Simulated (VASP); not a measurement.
## CdC4: single point with PBE

The system is CdC4.

```
Cd C
1.0
    -2.54512    2.54512    2.54512
     2.54512   -2.54512    2.54512
     2.54512    2.54512   -2.54512
Cd C
1 4
Direct
  0.00000 0.00000 0.00000
  0.00000 0.00000 0.50000
  0.00000 0.50000 0.00000
  0.50000 0.00000 0.00000
  0.50000 0.50000 0.50000
```

The cell was generated, and may not be a known phase.

* Program: VASP 6.6.1
* Task: single point
* Functional: PBE
* Potentials or basis: VASP PAW PBE potentials, release 64 (Cd_sv_GW, C)
* Cutoff: 700 eV
* k mesh: 10 × 10 × 10
* Occupations: gaussian, width 0.1 eV
* Spin: no spin polarisation
* Dipole correction: no
* Further INCAR settings: ALGO = Normal; EDIFF = 1e-06; NBANDS = 26

```json
{
 "Pressure": "0.0 GPa",
 "Band gap on the k mesh": "zero (bands 18 and 19 overlap by 2.55 eV)"
}
```

Levels at points of the mesh, in eV from the Fermi level:
```
           k point  band 14  band 15  band 16  band 17  band 18  band 19  band 20  band 21  band 22  band 23
(0.00, 0.00, 0.00)    -3.63    -3.63    -3.63    -2.06    -2.06    -2.06     2.64     2.64     2.64     3.19
(0.50, 0.00, 0.00)    -3.51    -2.29    -0.86    -0.03     0.04     0.34     0.37     1.25     1.66     2.13
(0.50, 0.50, 0.50)    -5.21    -3.17    -3.17     0.33     0.33     0.33     3.93     3.93     3.93     4.09
```

Wall time 63 s on 1 thread of Intel(R) Xeon(R) 6975P-C (Granite Rapids), on a shared host, peak memory 0.32 GiB.
